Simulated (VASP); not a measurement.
# Cu (Fm-3m) in VASP: relaxation of cell and atoms with LDA

Aim: the relaxation of cell and atoms of Cu with LDA.

Program: VASP 6.6.1. These are calculated values, not measurements. Logs are shortened: lines on timing, memory, paths and dates and some standing lists are left out, and cuts for length are marked.

## 1. The cell of the first run

Symmetry: Fm-3m, No. 225, cubic system. The conventional cell has a = 3.600 Å, b = 3.600 Å, c = 3.600 Å, α = 90.00°, β = 90.00°, γ = 90.00°. Within 3.4 Å of Cu (site symmetry m-3m) lie 12 Cu at 2.55 Å.

## 2. Relaxation of cell and atoms, LDA

File INCAR:

```
SYSTEM = Cu
ALGO = Normal ; EDIFF = 1E-7
EDIFFG = -0.003 ; ENCUT = 700
GGA = CA ; GGA_COMPAT = .FALSE.
IBRION = 2 ; ISIF = 3
ISMEAR = 0 ; LASPH = .TRUE.
LCHARG = .FALSE. ; LREAL = .FALSE.
LWAVE = .FALSE. ; NELM = 120
NELMIN = 4 ; NSW = 80
PREC = Accurate ; SIGMA = 0.1
```

File KPOINTS:

```
k-points
0
G
  12 12 12
  0 0 0
```

File POSCAR:

```
Cu
1.0
    0.0000000000      1.8000000000      1.8000000000
    1.8000000000      0.0000000000      1.8000000000
    1.8000000000      1.8000000000      0.0000000000
Cu
1
Direct
    0.0000000000      0.0000000000      0.0000000000
```

Potentials or basis: VASP PAW LDA potentials, release 64 (Cu_sv_GW).

Launch:

```
cat potpaw_LDA.64/Cu_sv_GW/POTCAR > POTCAR
mpirun -np 1 vasp_std > vasp.out
```

OUTCAR:

```text
SYSTEM = Cu
   EDIFF = 1E-7
   EDIFFG = -0.003
   ENCUT = 700
   GGA = CA
   IBRION = 2
   ISIF = 3
   ISMEAR = 0
   LASPH = .TRUE.
   LREAL = .FALSE.
   NELM = 120
   NELMIN = 4
   NSW = 80
   PREC = Accurate

 ion  position               nearest neighbor table
   1  0.000  0.000  0.000-

  LATTYP: Found a face centered cubic cell.
 ALAT       =     3.6000000000

  Lattice vectors:

 A1 = (   0.0000000000,   1.8000000000,   1.8000000000)
 A2 = (   1.8000000000,   0.0000000000,   1.8000000000)
 A3 = (   1.8000000000,   1.8000000000,   0.0000000000)

Analysis of symmetry for initial positions (statically):
=====================================================================
 Subroutine PRICEL returns:
 Original cell was already a primitive cell.

 Routine SETGRP: Setting up the symmetry group for a
 face centered cubic supercell.

 Subroutine GETGRP returns: Found 48 space group operations
 (whereof 48 operations were pure point group operations)
 out of a pool of 48 trial point group operations.

The static configuration has the point symmetry O_h .

Analysis of symmetry for dynamics (positions and initial velocities):
=====================================================================
 Subroutine PRICEL returns:
 Original cell was already a primitive cell.

 Routine SETGRP: Setting up the symmetry group for a
 face centered cubic supercell.

 Subroutine GETGRP returns: Found 48 space group operations
 (whereof 48 operations were pure point group operations)
 out of a pool of 48 trial point group operations.

The dynamic configuration has the point symmetry O_h .

 Subroutine INISYM returns: Found 48 space group operations
 (whereof 48 operations are pure point group operations),
 and found     1 'primitive' translations

----------------------------------------------------------------------------------------

                                     Primitive cell

  volume of cell :      11.6640

  direct lattice vectors                    reciprocal lattice vectors
     0.000000000  1.800000000  1.800000000    -0.277777778  0.277777778  0.277777778
     1.800000000  0.000000000  1.800000000     0.277777778 -0.277777778  0.277777778
     1.800000000  1.800000000  0.000000000     0.277777778  0.277777778 -0.277777778

  length of vectors
     2.545584412  2.545584412  2.545584412     0.481125224  0.481125224  0.481125224

  position of ions in fractional coordinates (direct lattice)
     0.000000000  0.000000000  0.000000000

  ion indices of the primitive-cell ions
[... 97 lines left out ...]
  Thomas-Fermi vector in A             =   2.959436
   LORBIT       =      0    0 simple, 1 ext, 2 COOP (PROOUT), +10 PAW based schemes
   GGA     = CA    functional components
   LHFCALC =     F    Hartree Fock is set to
   AEXX    =    0.0000 exact exchange contribution
   IVDW    =     0    specifies the selected vdW correction
   LEPSILON=     F    determine dielectric tensor
   LRPA    =     F    only Hartree local field effects (RPA)
 conjugate gradient relaxation of ions
 non-spin polarized calculation
 Gauss-broadening in eV      SIGMA  =   0.10
  energy-cutoff  :      700.00
  volume of cell :       11.66
 maximum number of plane-waves:       531
 NGX is ok and might be reduce to    24
   NGX = 11   NGY = 11   NGZ = 11

--------------------------------------- Ionic step        1  -------------------------------------------

 number of electron      19.0000004 magnetization

 Free energy of the ion-electron system (eV)
  ---------------------------------------------------
  ext. energy  EPLUGINS =         0.00000000
  ---------------------------------------------------
  free energy    TOTEN  =        -4.82765662 eV

  energy without entropy =       -4.82638272  energy(sigma->0) =       -4.82701967

------------------------ aborting loop because EDIFF is reached ----------------------------------------

  FORCE on cell =-STRESS in cart. coord.  units (eV):
  Direction    XX          YY          ZZ          XY          YZ          ZX
  --------------------------------------------------------------------------------------
  -------------------------------------------------------------------------------------
  Total       -1.1192204     -1.1192204     -1.1192204      0.0000000      0.0000000      0.0000000
  in kB     -153.7371074   -153.7371074   -153.7371074      0.0000000      0.0000000      0.0000000
  external PRESSURE =    -153.7371074 kB  Pullay stress =       0.0000000 kB
[... 197 lines left out ...]
--------------------------------------- Ionic step        7  -------------------------------------------

 number of electron      19.0000006 magnetization

 Free energy of the ion-electron system (eV)
  ---------------------------------------------------
  ext. energy  EPLUGINS =         0.00000000
  ---------------------------------------------------
  free energy    TOTEN  =        -4.87872195 eV

  energy without entropy =       -4.87766011  energy(sigma->0) =       -4.87819103

 E-fermi :   8.4251     XC(G=0): -14.4763

 val. band max:        8.2695153412   @ k =  -0.2500   0.2500   0.0833
 cond. band min:       8.4475988443   @ k =   0.5000   0.3333   0.1667
 fundamental gap:      0.1780835031
 Fermi energy:         8.4250826512

 k-point     1 :       0.0000    0.0000    0.0000
  band No.  band energies     occupation
      1    -103.2786      2.00000
      2     -61.1546      2.00000
      3     -61.1546      2.00000
      4     -61.1546      2.00000
      5      -1.7132      2.00000
      6       5.0948      2.00000
      7       5.0948      2.00000
      8       5.0948      2.00000
      9       6.0839      2.00000
     10       6.0839      2.00000
     11      31.9528      0.00000
     12      35.1855      0.00000
     13      35.1855      0.00000
[... 354 lines left out ...]
  band No.  band energies     occupation
      1    -103.2504      2.00000
      2     -61.2998      2.00000
      3     -61.2056      2.00000
      4     -61.1830      2.00000
      5       3.2846      2.00000
      6       4.6716      2.00000
      7       5.2641      2.00000
      8       5.4014      2.00000
      9       6.6362      2.00000
     10       9.4986      0.00000
     11      13.2571      0.00000
     12      24.1348      0.00000
     13      28.8134      0.00000

 [... further k-points ...]

------------------------ aborting loop because EDIFF is reached ----------------------------------------

  FORCE on cell =-STRESS in cart. coord.  units (eV):
  Direction    XX          YY          ZZ          XY          YZ          ZX
  --------------------------------------------------------------------------------------
  -------------------------------------------------------------------------------------
  Total        0.0019371      0.0019371      0.0019371     -0.0000000     -0.0000000      0.0000000
  in kB        0.2899995      0.2899995      0.2899995     -0.0000000     -0.0000000      0.0000000
  external PRESSURE =       0.2899995 kB  Pullay stress =       0.0000000 kB
[... 16 lines left out ...]
  FREE ENERGIE OF THE ION-ELECTRON SYSTEM (eV)
  ---------------------------------------------------
  free  energy   TOTEN  =        -4.8787219522 eV

  energy  without entropy=       -4.8776601133  energy(sigma->0) =       -4.87819103

 reached required accuracy - stopping structural energy minimisation
```

CONTCAR:

```text
Cu
   1.00000000000000
    -0.0000000000000000    1.7490828310330531    1.7490828310330531
     1.7490828310330531    0.0000000000000000    1.7490828310330531
     1.7490828310330531    1.7490828310330531    0.0000000000000000
  Cu
     1
Direct
     0.0000000000000000    0.0000000000000000    0.0000000000000000

  0.00000000E+00  0.00000000E+00  0.00000000E+00
```

It took 2 min on 1 thread of AMD EPYC 7R43 (Zen 3), shared host; peak memory 0.13 GiB.

Results:

* Free energy: -4.8787 eV
* Relaxed volume: 10.70 Å³/atom
* Relaxed cell: a = 2.474 Å, b = 2.474 Å, c = 2.474 Å, α = 60.00°, β = 60.00°, γ = 60.00°
* Space group after relaxing (to 0.1 Å): Fm-3m (No. 225)
* Energy gained by relaxing: 51.1 meV/atom
* Ionic steps: 7
* Pressure after relaxing: 0.0 GPa
* Band gap on the k mesh: zero (an odd number of electrons rules out a gap without spin polarisation)

The path:
```
step  energy change (eV)  largest force (eV/Å)  pressure (GPa)  volume (Å³)
   1              0.0000                0.0000          -15.37        11.66
   2             -0.0002                0.0000           21.59         9.87
   3             -0.0511                0.0000           -0.23        10.71
   4             -0.0511                0.0000            0.15        10.69
   5             -0.0511                0.0000            0.06        10.70
   6             -0.0511                0.0000           -0.36        10.71
   7             -0.0511                0.0000            0.03        10.70
```

Final structure:
```yaml
crystal:
  lattice:
    - [0.00000, 1.74908, 1.74908]
    - [1.74908, 0.00000, 1.74908]
    - [1.74908, 1.74908, 0.00000]
  atoms:
    - { symbol: Cu, position: [0.00000, 0.00000, 0.00000] }
```

The gap in the log of VASP goes by the Fermi energy; the results here count the filled bands.